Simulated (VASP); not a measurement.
Here is a VASP 6.6.1 calculation.

The input INCAR:

```
SYSTEM = Zr3Cd2
ALGO = Fast
EDIFF = 1E-6
ENCUT = 520
GGA = PS
ISIF = 2
ISMEAR = 0
LASPH = .TRUE.
LCHARG = .TRUE.
LELF = .TRUE.
LREAL = .FALSE.
LVHAR = .TRUE.
LWAVE = .FALSE.
NBANDS = 38
NELM = 60
PREC = Accurate
SIGMA = 0.1
```

Contents of KPOINTS:

```
k-points
0
G
  8 8 8
  0 0 0
```

Contents of POSCAR:

```
Zr3Cd2
1.0
    5.4192115732      0.0000000000      0.0000000000
    0.0000000000      5.4192115732      0.0000000000
    0.0000000000      0.0000000000      5.0954872735
Zr Cd
3 2
Direct
    0.0000000000      0.5000000000      0.0000000000
    0.5000000000      0.0000000000      0.0000000000
    0.0000000000      0.0000000000      0.0000000000
    0.5000000000      0.5000000000      0.5000000000
    0.5000000000      0.5000000000      0.0000000000
```

Potentials or basis: VASP PAW PBE potentials, release 64 (Zr_sv, Cd).

Command:

```bash
$ cat potpaw_PBE.64/Zr_sv/POTCAR potpaw_PBE.64/Cd/POTCAR > POTCAR
$ mpirun -np 1 vasp_std > vasp.out
```

**Question.** Predict the band gap on the k mesh.

**Answer.** Zero (bands 30 and 31 overlap by 1.02 eV).

**Question.** Predict the pressure.

**Answer.** 2.1 GPa.

Stress tensor (GPa, compression positive):
```
2.91 0.00 0.00
0.00 2.91 0.00
0.00 0.00 0.39
```

Caveat: the cell differs from its parent crystal (biaxial strain in the a-b plane: -1.5 %, then relaxed in part); the PAW data sets were made with another functional, which shifts forces and pressure a little.
